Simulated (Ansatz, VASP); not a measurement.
## One calculation of ZrO2, two programs

File INCAR:

```
PREC = Accurate
ENCUT = 520
EDIFF = 1E-7
ISMEAR = -1
SIGMA = 0.02
LREAL = False
LASPH = True
NELM = 120
ALGO = Normal
ISIF = 2
LWAVE = False
LCHARG = False
GGA = PE
IBRION = 2
NSW = 80
EDIFFG = -0.02
GGA_COMPAT = False
NELMIN = 4
```

KPOINTS

```
regular mesh
0
Gamma
  8 8 6
```

Contents of POSCAR:

```
ZrO2
1.0
    3.5226896056      0.0000000000      0.0000000000
    0.0000000000      3.5226896056      0.0000000000
    0.0000000000      0.0000000000      5.0713172848
Zr O
2 4
Direct
    0.0000000000      0.0000000000      0.0000000000
    0.5000000000      0.5000000000      0.5000000000
    0.0000000000      0.5000000000      0.2011907693
    0.0000000000      0.5000000000      0.7011907693
    0.5000000000      0.0000000000      0.2988092307
    0.5000000000      0.0000000000      0.7988092307
```

Input for Ansatz:

```yaml
crystal:
  lattice:
    - [3.5226896056, 0.0, 0.0]
    - [0.0, 3.5226896056, 0.0]
    - [0.0, 0.0, 5.0713172848]
  atoms:
    - { symbol: Zr, position: [0.0, 0.0, 0.0] }
    - { symbol: Zr, position: [0.5, 0.5, 0.5] }
    - { symbol: O, position: [0.0, 0.5, 0.2011907693] }
    - { symbol: O, position: [0.0, 0.5, 0.7011907693] }
    - { symbol: O, position: [0.5, 0.0, 0.2988092307] }
    - { symbol: O, position: [0.5, 0.0, 0.7988092307] }
kpoints:
  mp_grid: { grid: [8, 8, 6] }
scf:
  occupations: { method: fermi_dirac, width: 0.02 }
hamiltonian:
  xc: pbe
  pseudopotentials: { kind: paw }
output:
  forces: true
  stress: true
  populations: true
  efg:
    quadrupole_moments_barn: { Zr: -0.176, O: -0.02558 }
    contact_densities: true
  write_density: true
  write_potential: true
  elf: true
  volumetric_format: npy
relax:
  f_tol: 0.02
  max_steps: 60
```

Change from the starting cell: volume scaled by 0.94, ions relaxed.

Alike in both runs: task relaxation of the atoms; functional PBE; k mesh 8 × 8 × 6; occupations fermi-dirac, width 0.02 eV; no spin polarisation.

```csv
,VASP,Ansatz
version,VASP 6.6.1,Ansatz 0.2.0
potentials or method,"VASP PAW PBE potentials, release 64 (Zr_sv, O)","plane-wave PAW, scalar-relativistic"
plane-wave cutoff (eV),520,420
valence electrons in the cell,48,48
```

```tsv
	VASP	Ansatz	Ansatz less VASP
gap on the k mesh at the Fermi level, each at its own relaxed structure (eV)	4.03	4.04	+0.010
```

Ansatz's warnings: stress scf threshold loose.
